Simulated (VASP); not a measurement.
# MgO (P4mm) in VASP: relaxation of cell and atoms with PBE

Aim: the relaxation of cell and atoms of MgO with PBE.

Everything below comes from runs of VASP 6.6.1. Logs are shortened: lines on timing, memory, paths and dates and some standing lists are left out, and cuts for length are marked.

## 1. The cell of the first run

Symmetry: P4mm, No. 99, tetragonal system. Conventional cell: a = 2.298 Å, b = 2.298 Å, c = 3.968 Å, α = 90.00°, β = 90.00°, γ = 90.00°. Mg (site symmetry 4mm) has 2 O at 1.80 to 2.16 Å and 4 Mg at 2.30 Å within 2.4 Å. Within 2.4 Å of O (site symmetry 4mm) lie 2 Mg at 1.80 to 2.16 Å and 4 O at 2.30 Å.

The cell was generated, and may not be a known phase.

## 2. Relaxation of cell and atoms, PBE, collinear spin, ferromagnetic start

INCAR

```
PREC = Accurate
ENCUT = 840
EDIFF = 1E-7
ISMEAR = 0
SIGMA = 0.1
LREAL = F
LASPH = T
NELM = 200
ALGO = Normal
ISIF = 3
LWAVE = F
LCHARG = F
ISPIN = 2
MAGMOM = 0 1
LORBIT = 11
GGA = PE
IBRION = 2
NSW = 90
EDIFFG = -0.04
GGA_COMPAT = F
NELMIN = 4
```

KPOINTS

```
Automatic mesh
0
Gamma
  8 8 4
```

POSCAR

```
MgO
1.0
    2.2980932300      0.0000000000      0.0000000000
    0.0000000000      2.2980932300      0.0000000000
    0.0000000000      0.0000000000      3.9678927000
Mg O
1 1
Direct
    0.5000000000      0.5000000000      0.2480668500
    0.5000000000      0.5000000000      0.7936155100
```

Potentials or basis: VASP PAW PBE potentials, release 64 (Mg_sv, O).

Started as:

```console
$ cat potpaw_PBE.64/Mg_sv/POTCAR potpaw_PBE.64/O/POTCAR > POTCAR
$ mpirun -np 1 vasp_std > vasp.out
```

OUTCAR:

```text
PREC = Accurate
   ENCUT = 840
   EDIFF = 1E-7
   ISMEAR = 0
   LREAL = F
   LASPH = T
   NELM = 200
   ISIF = 3
   ISPIN = 2
   LORBIT = 11
   GGA = PE
   IBRION = 2
   NSW = 90
   EDIFFG = -0.04
   NELMIN = 4

 ion  position               nearest neighbor table
   1  0.500  0.500  0.248-   2 1.80
   2  0.500  0.500  0.794-   1 1.80

  LATTYP: Found a simple tetragonal cell.
 ALAT       =     2.2980932300
 C/A-ratio  =     1.7266021449

  Lattice vectors:

 A1 = (   2.2980932300,   0.0000000000,   0.0000000000)
 A2 = (   0.0000000000,   2.2980932300,   0.0000000000)
 A3 = (   0.0000000000,   0.0000000000,   3.9678927000)

Analysis of symmetry for initial positions (statically):
=====================================================================
 Subroutine PRICEL returns:
 Original cell was already a primitive cell.

 Routine SETGRP: Setting up the symmetry group for a
 simple tetragonal supercell.

 Subroutine GETGRP returns: Found  8 space group operations
 (whereof  8 operations were pure point group operations)
 out of a pool of 16 trial point group operations.

The static configuration has the point symmetry C_4v.

Analysis of symmetry for dynamics (positions and initial velocities):
=====================================================================
 Subroutine PRICEL returns:
 Original cell was already a primitive cell.

 Routine SETGRP: Setting up the symmetry group for a
 simple tetragonal supercell.

 Subroutine GETGRP returns: Found  8 space group operations
 (whereof  8 operations were pure point group operations)
 out of a pool of 16 trial point group operations.

The dynamic configuration has the point symmetry C_4v.

Analysis of structural, dynamic, and magnetic symmetry:
=====================================================================
 Subroutine PRICEL returns:
 Original cell was already a primitive cell.

 Routine SETGRP: Setting up the symmetry group for a
 simple tetragonal supercell.

 Subroutine GETGRP returns: Found  8 space group operations
 (whereof  8 operations were pure point group operations)
 out of a pool of 16 trial point group operations.

The overall configuration has the point symmetry C_4v.

 Subroutine INISYM returns: Found  8 space group operations
 (whereof  8 operations are pure point group operations),
 and found     1 'primitive' translations

----------------------------------------------------------------------------------------

[... 92 lines left out ...]
   EDIFF  = 0.1E-06   stopping-criterion for ELM
   LREAL  =      F    real-space projection
   EDIFFG = -.4E-01   stopping-criterion for IOM
   NSW    =     90    number of steps for IOM
   IBRION =      2    ionic relax: 0-MD 1-quasi-New 2-CG
   NFREE  =      1    steps in history (QN), initial steepest desc. (CG)
   ISIF   =      3    stress and relaxation
   ISYM   =      2    0-nonsym 1-usesym 2-fastsym
   POTIM  = 0.5000    time-step for ionic-motion
   TEBEG  =    0.0;   TEEND  =   0.0 temperature during run
   PSTRESS=    0.0 pullay stress
   NELECT =      16.0000    total number of electrons
   NUPDOWN=      -1.0000    fix difference up-down
   EMIN   =  10.00;   EMAX   =-10.00  energy-range for DOS
   EFERMI =   0.00;   METHOD = LEGACY
   ISMEAR =     0;   SIGMA  =   0.10  broadening in eV -4-tet -1-fermi 0-gaus
   EFERMI_NEDOS =   21; number of points for ismear=-14 and -15
   IALGO  =     38    algorithm
   IMIX   =      4    mixing-type and parameters
     AMIX     =   0.40;   BMIX     =  1.00
     AMIX_MAG =   1.60;   BMIX_MAG =  1.00
  volume/ion in A,a.u.               =      10.48        70.71
  Fermi-wavevector in a.u.,A,eV,Ry     =   1.496292  2.827582 30.461954  2.238890
  Thomas-Fermi vector in A             =   2.608327
   LORBIT       =     11    0 simple, 1 ext, 2 COOP (PROOUT), +10 PAW based schemes
   GGA     = PE    functional components
   LHFCALC =     F    Hartree Fock is set to
   AEXX    =    0.0000 exact exchange contribution
   IVDW    =     0    specifies the selected vdW correction
   LEPSILON=     F    determine dielectric tensor
   LRPA    =     F    only Hartree local field effects (RPA)
 conjugate gradient relaxation of ions
 spin polarized calculation
 Gauss-broadening in eV      SIGMA  =   0.10
  energy-cutoff  :      840.00
  volume of cell :       20.96
 maximum number of plane-waves:      1195
 NGX is ok and might be reduce to    24
   NGX = 11   NGY = 11   NGZ = 19

--------------------------------------- Ionic step        1  -------------------------------------------

 number of electron      16.0000007 magnetization       0.9447939

 Free energy of the ion-electron system (eV)
  ---------------------------------------------------
  ext. energy  EPLUGINS =         0.00000000
  ---------------------------------------------------
  free energy    TOTEN  =        -4.96823354 eV

  energy without entropy =       -4.96208531  energy(sigma->0) =       -4.96515943

 E-fermi :   4.2844     XC(G=0): -11.0020

 val. band max:        4.2837568450   @ k =   0.3750   0.1250   0.2500
 cond. band min:       4.2872714594   @ k =   0.3750   0.0000   0.5000
 fundamental gap:      0.0035146144
 Fermi energy:         4.2843506763
[... 1649 lines left out ...]
      2     -42.1394      1.00000
      3     -42.1163      1.00000
      4     -41.8704      1.00000
      5     -15.7251      1.00000
      6      -2.6816      1.00000
      7      -2.2834      1.00000
      8      -0.1460      1.00000
      9       2.2747      0.00000
     10       3.6899      0.00000
     11       9.6572      0.00000
     12      11.7505      0.00000
     13      12.4343      0.00000

 [... further k-points ...]

[... ionic steps 4 to 15 ...]

--------------------------------------- Ionic step       16  -------------------------------------------

 number of electron      15.9999968 magnetization      -0.0000001

 number of electron      15.9999968 magnetization       0.0000004
[... 73 lines left out ...]
 number of electron      15.9999970 magnetization      -0.0000000

 number of electron      15.9999970 magnetization       0.0000000

 Free energy of the ion-electron system (eV)
  ---------------------------------------------------
  ext. energy  EPLUGINS =         0.00000000
  ---------------------------------------------------
  free energy    TOTEN  =        -8.57475425 eV

  energy without entropy =       -8.57355075  energy(sigma->0) =       -8.57415250

 E-fermi :  -0.2497     XC(G=0):  -7.9865

 val. band max:       -0.3564623806   @ k =   0.5000   0.0000   0.5000
 cond. band min:       0.2562978238   @ k =   0.1250   0.0000   0.0000
 fundamental gap:      0.6127602043
 Fermi energy:        -0.2497421422
[... 803 lines left out ...]
  FREE ENERGIE OF THE ION-ELECTRON SYSTEM (eV)
  ---------------------------------------------------
  free  energy   TOTEN  =        -8.5747542530 eV

  energy  without entropy=       -8.5735507519  energy(sigma->0) =       -8.57415250

 reached required accuracy - stopping structural energy minimisation

 total charge

# of ion       s       p       d       tot
------------------------------------------
    1        2.098   6.028   0.038   8.165
    2        1.569   3.455   0.000   5.025
--------------------------------------------------
tot          3.668   9.484   0.038  13.190

 magnetization (x)

# of ion       s       p       d       tot
------------------------------------------
    1       -0.000  -0.000  -0.000  -0.000
    2        0.000  -0.000   0.000  -0.000
--------------------------------------------------
tot         -0.000  -0.000  -0.000  -0.000
```

OSZICAR:

```text
N       E                     dE             d eps       ncg     rms          rms(c)
DAV:   1     0.174634260466E+03    0.17463E+03   -0.13557E+04  2340   0.191E+03
DAV:   2     0.637417405923E+01   -0.16826E+03   -0.15713E+03  2620   0.480E+02
DAV:   3    -0.650045238411E+01   -0.12875E+02   -0.12527E+02  4285   0.104E+02
DAV:   4    -0.671893641751E+01   -0.21848E+00   -0.21796E+00  2619   0.123E+01
[... 243 lines left out ...]
DAV:   3    -0.857476272694E+01    0.98499E-04   -0.41879E-04  2930   0.220E-01    0.485E-02
DAV:   4    -0.857475064688E+01    0.12080E-04   -0.10853E-04  3290   0.119E-01    0.104E-02
DAV:   5    -0.857475319900E+01   -0.25521E-05   -0.70185E-06  3162   0.325E-02    0.598E-03
DAV:   6    -0.857475420996E+01   -0.10110E-05   -0.26292E-06  3660   0.170E-02    0.164E-03
DAV:   7    -0.857475425297E+01   -0.43001E-07   -0.47612E-08  1920   0.302E-03
  18 F= -.85747543E+01 E0= -.85741525E+01  d E =-.392095E-03  mag=    -0.0000
```

CONTCAR:

```text
MgO
   1.00000000000000
     3.2219788680724997    0.0000000000000000    0.0000000000000000
     0.0000000000000000    3.2219788680724997    0.0000000000000000
     0.0000000000000000   -0.0000000000000000    3.5807757263893754
  Mg              O
     1     1
Direct
     0.5000000000000000    0.5000000000000000    0.2708583709249840
     0.5000000000000000    0.5000000000000000    0.7708239890750187

  0.00000000E+00  0.00000000E+00  0.00000000E+00
  0.00000000E+00  0.00000000E+00  0.00000000E+00
```

Wall time 8.2 min (1 thread of Intel Xeon Platinum 8259CL at 2.50GHz (Skylake/Cascade Lake), shared host); peak memory 0.2 GiB.

What came out:

```
Free energy                                           : -8.5748 eV
Relaxed volume                                        : 18.59 Å³/atom
Relaxed cell                                          : a = 3.222 Å, b = 3.222 Å, c = 3.581 Å, α = 90.00°, β = 90.00°, γ = 90.00°
Space group after relaxing (to 0.1 Å)                 : P4/mmm (No. 123)
Pressure after relaxing                               : 0.0 GPa
Largest force after relaxing                          : 0.004 eV/Å
Band gap on the k mesh                                : zero (filled and empty bands overlap)
Net moment                                            : 0.00 μB per cell
Valence electrons inside the program's atomic spheres : Mg 8.16; O 5.03
```

Forces in eV/Å, atoms in the order of the input:
```
Mg   0.000  0.000 -0.004
O    0.000  0.000  0.004
```

Stress tensor (GPa, compression positive):
```
-0.06  0.00  0.00
 0.00 -0.06  0.00
 0.00  0.00  0.16
```

Final structure:
```xyz
2
Lattice="3.2220 0.0000 0.0000 0.0000 3.2220 0.0000 0.0000 0.0000 3.5808" Properties=species:S:1:pos:R:3 pbc="T T T"
Mg    1.6110    1.6110    0.9699
O     1.6110    1.6110    2.7601
```

Caveat: the k points lie up to 0.44 Å⁻¹ apart in the final cell; the volume moved by over 15 % at a fixed basis, so the end points are rough; semilocal functionals underestimate gaps, and a narrow one can read as zero.

The gap in the log of VASP goes by the Fermi energy; the results here count the filled bands.